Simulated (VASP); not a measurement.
Here is a VASP 6.6.1 calculation.

The input INCAR:

```
SYSTEM = HfO2
PREC = Accurate
ENCUT = 520
EDIFF = 1E-7
ISMEAR = 0
SIGMA = 0.02
LREAL = .FALSE.
LASPH = .TRUE.
NELM = 60
ALGO = Normal
ISIF = 2
LWAVE = .FALSE.
LCHARG = .FALSE.
GGA = PE
NBANDS = 31
```

KPOINTS

```
Automatic mesh
0
G
  6 6 8
  0 0 0
```

Contents of POSCAR:

```
HfO2
1.0
    4.8805277517      0.0000000000      0.0000000000
    0.0000000000      4.8805277517      0.0000000000
    0.0000000000      0.0000000000      3.2378997107
Hf O
2 4
Direct
    0.5000000000      0.5000000000      0.0000000000
    0.0000000000      0.0000000000      0.5000000000
    0.6947860667      0.6947860667      0.5000000000
    0.8052139333      0.1947860667      0.0000000000
    0.1947860667      0.8052139333      0.0000000000
    0.3052139333      0.3052139333      0.5000000000
```

Potentials or basis: VASP PAW PBE potentials, release 64 (Hf_pv, O).

Command:

```bash
$ cat potpaw_PBE.64/Hf_pv/POTCAR potpaw_PBE.64/O/POTCAR > POTCAR
$ mpirun -np 1 vasp_std > vasp.out
```

Q: Estimate the largest force.

A: 0.047 eV/Å.

Q: Predict the band gap on the k mesh.

A: 3.84 eV.

Q: Predict the pressure.

A: -2.8 GPa.

Stress tensor (GPa, compression positive):
```
-2.51  0.00  0.00
 0.00 -2.51  0.00
 0.00  0.00 -3.26
```

Caveat: spin-orbit coupling is left out, which moves the levels of the heavy elements. A k mesh can miss the band edges.
